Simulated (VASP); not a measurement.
**TaSe2F: single point with PBE**

TaSe2F:

```
Ta Se F
1.0
     4.44060    0.00000    0.00000
     0.00000    4.44060    0.00000
     0.00000    0.00000    4.90663
Ta Se F
1 2 1
Direct
  0.50000 0.50000 0.00000
  0.00000 0.50000 0.00000
  0.50000 0.00000 0.00000
  0.50000 0.50000 0.50000
```

The cell was generated, and may not be a known phase.

| Quantity | Value |
| --- | --- |
| Program | VASP 6.6.1 |
| Task | single point |
| Functional | PBE |
| Potentials or basis | VASP PAW PBE potentials, release 64 (Ta_pv, Se, F) |
| Cutoff | 520 eV |
| k mesh | 4 × 4 × 4 |
| Occupations | gaussian, width 0.1 eV |
| Spin | no spin polarisation |
| Dipole correction | no |
| Further INCAR settings | ALGO = Normal; EDIFF = 1e-06; NBANDS = 23 |

```
Pressure               : 25.3 GPa
Band gap on the k mesh : zero (bands 15 and 16 overlap by 1.85 eV)
```

Stress tensor (GPa, compression positive):
```
 45.17   0.00   0.00
  0.00  45.17   0.00
  0.00   0.00 -14.40
```

Levels at points of the mesh, in eV from the Fermi level:
| k point | band 11 | band 12 | band 13 | band 14 | band 15 | band 16 | band 17 | band 18 | band 19 | band 20 |
| --- | --- | --- | --- | --- | --- | --- | --- | --- | --- | --- |
| (0.00, 0.00, 0.00) | -2.91 | -2.32 | -1.18 | -0.84 | -0.27 | -0.27 | 0.37 | 0.37 | 1.02 | 3.35 |
| (0.50, 0.00, 0.00) | -3.69 | -3.62 | -2.20 | -1.67 | -1.65 | -0.19 | 1.35 | 3.69 | 4.10 | 4.70 |
| (0.50, 0.50, 0.00) | -3.60 | -3.60 | -3.59 | -3.59 | 1.56 | 1.64 | 3.51 | 4.15 | 4.15 | 6.60 |
| (0.00, 0.00, 0.50) | -3.36 | -3.32 | -1.17 | -1.10 | 0.28 | 0.28 | 0.35 | 0.35 | 3.11 | 3.42 |
| (0.50, 0.00, 0.50) | -3.80 | -2.37 | -2.29 | -2.17 | -1.89 | 0.35 | 3.33 | 3.71 | 3.87 | 5.29 |
| (0.50, 0.50, 0.50) | -4.78 | -4.78 | -2.32 | -2.32 | 1.58 | 3.63 | 3.99 | 3.99 | 4.03 | 4.81 |

It took 33 s on 1 thread of Intel(R) Xeon(R) Platinum 8259CL CPU @ 2.50GHz (Skylake/Cascade Lake) (shared host), peak memory 0.22 GiB.

Caveat: the stress differs along the axes, from -14 to 45 GPa; spin-orbit coupling is left out, which moves the levels of the heavy elements.
